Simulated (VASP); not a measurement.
# Li in VASP: single point with PBEsol

Aim: the single point of Li with PBEsol.

Program: VASP 6.6.1. These are calculated values, not measurements. Logs are shortened: lines on timing, memory, paths and dates and some standing lists are left out, and cuts for length are marked.

## (1) The cell of the first run

The cell holds a slab with vacuum, 6 atoms: a = 4.850 Å, b = 4.850 Å, c = 24.950 Å, α = 90.00°, β = 90.00°, γ = 120.00°.

## (2) Single point, PBEsol

The input, INCAR:

```
SYSTEM = Li
ALGO = Normal
DIPOL = 0.5 0.5 0.500
EDIFF = 1E-6
ENCUT = 520
GGA = PS
IDIPOL = 3
ISIF = 2
ISMEAR = -1
LASPH = .TRUE.
LCHARG = .FALSE.
LDIPOL = .TRUE.
LREAL = .FALSE.
LWAVE = .FALSE.
NBANDS = 18
NELM = 60
PREC = Accurate
SIGMA = 0.08
```

The input, KPOINTS:

```
k-points
0
G
  8 8 1
  0 0 0
```

The input, POSCAR:

```
Li
1.0
    4.8503675482      0.0000000000      0.0000000000
   -2.4251837741      4.2005415145      0.0000000000
    0.0000000000      0.0000000000     24.9504000000
Li
6
Direct
    0.1666666667      0.3333333333      0.4012928846
    0.5000000000      1.0000000000      0.4446369065
    0.8333333333      0.6666666667      0.4789469193
    0.1666666667      0.3333333333      0.5210530917
    0.5000000000      1.0000000000      0.5553630948
    0.8333333333      0.6666666667      0.5987071029
```

Potentials or basis: VASP PAW PBE potentials, release 64 (Li_sv).

Run with:

```console
$ cat potpaw_PBE.64/Li_sv/POTCAR > POTCAR
$ mpirun -np 1 vasp_std > vasp.out
```

OUTCAR:

```text
SYSTEM = Li
   EDIFF = 1E-6
   ENCUT = 520
   GGA = PS
   ISIF = 2
   ISMEAR = -1
   LASPH = .TRUE.
   LREAL = .FALSE.
   NELM = 60
   PREC = Accurate

 ion  position               nearest neighbor table
   1  0.167  0.333  0.401-
   2  0.500  0.000  0.445-
   3  0.833  0.667  0.479-
   4  0.167  0.333  0.521-
   5  0.500  0.000  0.555-
   6  0.833  0.667  0.599-

  LATTYP: Found a hexagonal cell.
 ALAT       =     4.8503675482
 C/A-ratio  =     5.1440225410

  Lattice vectors:

 A1 = (   4.8503675482,   0.0000000000,   0.0000000000)
 A2 = (  -2.4251837741,   4.2005415145,   0.0000000000)
 A3 = (   0.0000000000,   0.0000000000,  24.9504000000)

Analysis of symmetry for initial positions (statically):
=====================================================================
 Subroutine PRICEL returns:
 Original cell was already a primitive cell.

 Routine SETGRP: Setting up the symmetry group for a
 hexagonal supercell.

 Subroutine GETGRP returns: Found 12 space group operations
 (whereof  4 operations were pure point group operations)
 out of a pool of 24 trial point group operations.

The static configuration has the point symmetry C_2h.
 The point group associated with its full space group is D_3d.

Analysis of symmetry for dynamics (positions and initial velocities):
=====================================================================
 Subroutine PRICEL returns:
 Original cell was already a primitive cell.

 Routine SETGRP: Setting up the symmetry group for a
 hexagonal supercell.

 Subroutine GETGRP returns: Found 12 space group operations
 (whereof  4 operations were pure point group operations)
 out of a pool of 24 trial point group operations.

The dynamic configuration has the point symmetry C_2h.
 The point group associated with its full space group is D_3d.

 Subroutine INISYM returns: Found 12 space group operations
 (whereof  4 operations are pure point group operations),
 and found     1 'primitive' translations

----------------------------------------------------------------------------------------

                                     Primitive cell

  volume of cell :     508.3437

  direct lattice vectors                    reciprocal lattice vectors
     4.850367548  0.000000000  0.000000000     0.206169943  0.119032272  0.000000000
    -2.425183774  4.200541515  0.000000000     0.000000000  0.238064544  0.000000000
     0.000000000  0.000000000 24.950400000     0.000000000  0.000000000  0.040079518

  length of vectors
     4.850367548  4.850367548 24.950400000     0.238064544  0.238064544  0.040079518

  position of ions in fractional coordinates (direct lattice)
     0.166666667  0.333333333  0.401292885
     0.500000000  0.000000000  0.444636907
     0.833333333  0.666666667  0.478946919
     0.166666667  0.333333333  0.521053092
     0.500000000  0.000000000  0.555363095
     0.833333333  0.666666667  0.598707103

  ion indices of the primitive-cell ions
   primitive index   ion index
                 1           1
                 2           2
                 3           3
                 4           4
                 5           5
                 6           6

----------------------------------------------------------------------------------------

 KPOINTS: k-points

Automatic generation of k-mesh.
 Grid dimensions read from file:
 generate k-points for:    8    8    1

 Generating k-lattice:

  Cartesian coordinates                     Fractional coordinates (reciprocal lattice)
     0.025771243  0.014879034  0.000000000     0.125000000  0.000000000  0.000000000
     0.000000000  0.029758068  0.000000000     0.000000000  0.125000000  0.000000000
     0.000000000  0.000000000  0.040079518     0.000000000  0.000000000  1.000000000

  Length of vectors
     0.029758068  0.029758068  0.040079518

  Shift w.r.t. Gamma in fractional coordinates (k-lattice)
     0.000000000  0.000000000  0.000000000

 Subroutine IBZKPT returns following result:
 ===========================================

 Found     10 irreducible k-points:

 Following reciprocal coordinates:
            Coordinates               Weight
  0.000000  0.000000  0.000000      1.000000
  0.125000  0.000000  0.000000      6.000000
  0.250000  0.000000  0.000000      6.000000
  0.375000  0.000000  0.000000      6.000000
  0.500000  0.000000  0.000000      3.000000
  0.125000  0.125000  0.000000      6.000000
  0.250000  0.125000  0.000000     12.000000
  0.375000  0.125000  0.000000     12.000000
  0.250000  0.250000  0.000000      6.000000
  0.375000  0.250000  0.000000      6.000000
   k-points           NKPTS =     10   k-points in BZ     NKDIM =     10   number of bands    NBANDS=     18
   number of dos      NEDOS =    301   number of ions     NIONS =      6
   total plane-waves  NPLWV = 248832
   dimension x,y,z NGX =    36 NGY =   36 NGZ =  192
   dimension x,y,z NGXF=    72 NGYF=   72 NGZF=  384
   ions per type =               6
   NGX,Y,Z   is equivalent  to a cutoff of  12.34, 12.34, 12.79 a.u.
   NGXF,Y,Z  is equivalent  to a cutoff of  24.68, 24.68, 25.59 a.u.
 SYSTEM =  Li
   PREC   = accura    normal or accurate (medium, high low for compatibility)
   ISTART =      0    job   : 0-new  1-cont  2-samecut
   ICHARG =      2    charge: 1-file 2-atom 10-const
   ISPIN  =      1    spin polarized calculation?
   LNONCOLLINEAR =      F non collinear calculations
   LSORBIT =      F    spin-orbit coupling
   LASPH  =      T    aspherical Exc in radial PAW
   ENCUT  =  520.0 eV  38.22 Ry    6.18 a.u.   9.02  9.02 46.39*2*pi/ulx,y,z
   NELM   =     60;   NELMIN=  2; NELMDL= -5     # of ELM steps
   EDIFF  = 0.1E-05   stopping-criterion for ELM
   LREAL  =      F    real-space projection
   EDIFFG = 0.1E-04   stopping-criterion for IOM
   NSW    =      0    number of steps for IOM
   IBRION =     -1    ionic relax: 0-MD 1-quasi-New 2-CG
   NFREE  =      0    steps in history (QN), initial steepest desc. (CG)
   ISIF   =      2    stress and relaxation
   ISYM   =      2    0-nonsym 1-usesym 2-fastsym
   POTIM  = 0.5000    time-step for ionic-motion
   TEBEG  =    0.0;   TEEND  =   0.0 temperature during run
   PSTRESS=    0.0 pullay stress
   NELECT =      18.0000    total number of electrons
   NUPDOWN=      -1.0000    fix difference up-down
   EMIN   =  10.00;   EMAX   =-10.00  energy-range for DOS
   EFERMI =   0.00;   METHOD = LEGACY
   ISMEAR =    -1;   SIGMA  =   0.08  broadening in eV -4-tet -1-fermi 0-gaus
   EFERMI_NEDOS =   21; number of points for ismear=-14 and -15
   IALGO  =     38    algorithm
   IMIX   =      4    mixing-type and parameters
     AMIX     =   0.40;   BMIX     =  1.00
     AMIX_MAG =   1.60;   BMIX_MAG =  1.00
  volume/ion in A,a.u.               =      84.72       571.75
  Fermi-wavevector in a.u.,A,eV,Ry     =   0.537584  1.015887  3.932040  0.288997
  Thomas-Fermi vector in A             =   1.563425
   LORBIT       =      0    0 simple, 1 ext, 2 COOP (PROOUT), +10 PAW based schemes
   GGA     = PS    functional components
   LHFCALC =     F    Hartree Fock is set to
   AEXX    =    0.0000 exact exchange contribution
   IVDW    =     0    specifies the selected vdW correction
   LEPSILON=     F    determine dielectric tensor
   LRPA    =     F    only Hartree local field effects (RPA)
 non-spin polarized calculation
  energy-cutoff  :      520.00
  volume of cell :      508.34
 maximum number of plane-waves:     13739
 NGX is ok and might be reduce to    36
   NGX = 17   NGY = 17   NGZ = 93

 dipolmoment           0.000000      0.000000     -0.000000 electrons x Angstroem

 number of electron      18.0000041 magnetization

 dipolmoment           0.000000      0.000000      0.000000 electrons x Angstroem

 Free energy of the ion-electron system (eV)
  ---------------------------------------------------
  ext. energy  EPLUGINS =         0.00000000
  ---------------------------------------------------
  free energy    TOTEN  =       -10.37285151 eV

  energy without entropy =      -10.30773993  energy(sigma->0) =      -10.34029572

 E-fermi :  -2.0024     XC(G=0):  -2.4695

 val. band max:       -2.0525855828   @ k =   0.5000   0.0000   0.0000
 cond. band min:      -1.9991584776   @ k =   0.1250   0.1250   0.0000
 fundamental gap:      0.0534271051
 Fermi energy:        -2.0024030007

 k-point     1 :       0.0000    0.0000    0.0000
  band No.  band energies     occupation
      1     -49.0500      2.00000
      2     -49.0499      2.00000
      3     -48.2778      2.00000
      4     -48.2683      2.00000
      5     -47.8771      2.00000
      6     -47.8649      2.00000
[... 10 lines left out ...]
     17       1.1158      0.00000
     18       2.3073      0.00000

 k-point     2 :       0.1250    0.0000    0.0000
  band No.  band energies     occupation
      1     -49.0500      2.00000
      2     -49.0499      2.00000
      3     -48.2778      2.00000
      4     -48.2683      2.00000
      5     -47.8767      2.00000
      6     -47.8654      2.00000
[... 10 lines left out ...]
     17       1.5384      0.00000
     18       1.6889      0.00000

 k-point     3 :       0.2500    0.0000    0.0000
  band No.  band energies     occupation
      1     -49.0500      2.00000
      2     -49.0499      2.00000
      3     -48.2777      2.00000
      4     -48.2683      2.00000
      5     -47.8757      2.00000
      6     -47.8665      2.00000
[... 118 lines left out ...]
 k-point     9 :       0.2500    0.2500    0.0000
  band No.  band energies     occupation
      1     -49.0500      2.00000
      2     -49.0499      2.00000
      3     -48.2777      2.00000
      4     -48.2683      2.00000
      5     -47.8732      2.00000
      6     -47.8692      2.00000
[... 10 lines left out ...]
     17       2.1956      0.00000
     18       2.6775      0.00000

 k-point    10 :       0.3750    0.2500    0.0000
  band No.  band energies     occupation
      1     -49.0500      2.00000
      2     -49.0499      2.00000
      3     -48.2777      2.00000
      4     -48.2683      2.00000
      5     -47.8721      2.00000
      6     -47.8704      2.00000
[... 10 lines left out ...]
     17       2.0980      0.00000
     18       2.9574      0.00000

------------------------ aborting loop because EDIFF is reached ----------------------------------------

 vacuum level on the upper side and lower side of the slab       (xc-potential included)        -0.142        -0.142

  FORCE on cell =-STRESS in cart. coord.  units (eV):
  Direction    XX          YY          ZZ          XY          YZ          ZX
  --------------------------------------------------------------------------------------
  -------------------------------------------------------------------------------------
  Total       -0.7385804     -0.7385804     -0.0784346     -0.0000000      0.0000000     -0.0000000
  in kB       -2.3278281     -2.3278281     -0.2472070     -0.0000000      0.0000000     -0.0000000
  external PRESSURE =      -1.6342877 kB  Pullay stress =       0.0000000 kB

 VOLUME and BASIS-vectors are now :
 -----------------------------------------------------------------------------
  energy-cutoff  :      520.00
  volume of cell :      508.34
      direct lattice vectors                 reciprocal lattice vectors
     4.850367548  0.000000000  0.000000000     0.206169943  0.119032272  0.000000000
    -2.425183774  4.200541515  0.000000000     0.000000000  0.238064544  0.000000000
     0.000000000  0.000000000 24.950400000     0.000000000  0.000000000  0.040079518

 POSITION                                       TOTAL-FORCE (eV/Angst)
 -----------------------------------------------------------------------------------
      0.00000      1.40018     10.01242        -0.000000      0.000000     -0.006051
      2.42518      0.00000     11.09387        -0.000000      0.000000     -0.001287
      2.42518      2.80036     11.94992         0.000000      0.000000     -0.001129
      0.00000      1.40018     13.00048        -0.000000     -0.000000      0.001129
      2.42518      0.00000     13.85653         0.000000     -0.000000      0.001287
      2.42518      2.80036     14.93798         0.000000     -0.000000      0.006051
 -----------------------------------------------------------------------------------
    total drift:                                0.000000     -0.000000     -0.000005

  FREE ENERGIE OF THE ION-ELECTRON SYSTEM (eV)
  ---------------------------------------------------
  free  energy   TOTEN  =       -10.3728515115 eV

  energy  without entropy=      -10.3077399263  energy(sigma->0) =      -10.34029572

 vacuum level on the upper side and lower side of the slab         0.813         0.813
```

Wall time 5.9 min (1 thread of Intel Xeon 8259CL, shared host); peak memory 0.5 GiB.

What came out:

| Property | Result |
| --- | --- |
| Free energy | -10.3729 eV |
| Largest force | 0.006 eV/Å |
| Band gap on the k mesh | zero (bands 9 and 10 overlap by 0.47 eV) |

Forces in eV/Å, atoms in the order of the input:
```
Li   0.000  0.000 -0.006
Li   0.000  0.000 -0.001
Li   0.000  0.000 -0.001
Li   0.000  0.000  0.001
Li   0.000  0.000  0.001
Li   0.000  0.000  0.006
```

Caveat: the cutoff is under 1.25 times the usual one of these potentials, so pressure, stress and relaxed cells hold a basis-set (Pulay) error; the PAW data sets were made with another functional, which shifts forces and pressure a little.

The gap in the log of VASP goes by the Fermi energy; the results here count the filled bands.